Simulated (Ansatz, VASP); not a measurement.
## One calculation of Ge2Sb2Te5, two programs

```
CELL_PARAMETERS angstrom
6.83914 -3.06601 0.00000
6.83914 3.06601 0.00000
-6.83098 0.00000 6.84761
ATOMIC_POSITIONS crystal
Te 0.59470 0.59470 0.38643
Te 0.79529 0.79529 0.19611
Te 0.00832 0.00832 0.00643
Te 0.20652 0.20652 0.80980
Te 0.39996 0.39996 0.59712
Sb 0.90171 0.90171 0.58787
Sb 0.11187 0.11187 0.41735
Ge 0.28429 0.28429 0.18783
Ge 0.49734 0.49734 0.01104
```

Alike in both runs: functional RPBE; k mesh 5 × 5 × 4; occupations fermi-dirac, width 0.05 eV; no spin polarisation.

```csv
,VASP,Ansatz
version,VASP 6.6.1,Ansatz 0.2.0
potentials or method,"VASP PAW PBE potentials, release 64 (Te, Sb, Ge_d)",Ansatz PAW
plane-wave cutoff (eV),520,420
valence electrons in the cell,68,138
task,single point,band structure
```

```tsv
	VASP	Ansatz	Ansatz less VASP
gap on the k mesh at the Fermi level (eV)	0.25	0.25	+0.003
least direct gap on the mesh (eV)	0.33	0.33	+0.003
pressure (GPa)	1.2	1.2	+0.05
traceless stress, the component that is largest in VASP (GPa)	-0.27	-0.26	+0.015
rms of the force components (eV/Å)	0.061	0.063	+0.0019
```

VASP's potentials were made for PBE, not for RPBE. Atom by atom the forces differ by 0.004 eV/Å (rms over components). VASP's potentials hold 68 valence electrons a cell and Ansatz's 138, so a difference there can come from the potentials and not from the codes.

Neither program's run includes spin-orbit coupling. Noted on Ansatz's run: the k mesh misses the band edges, so the gap on the mesh is wider than the one along the path.
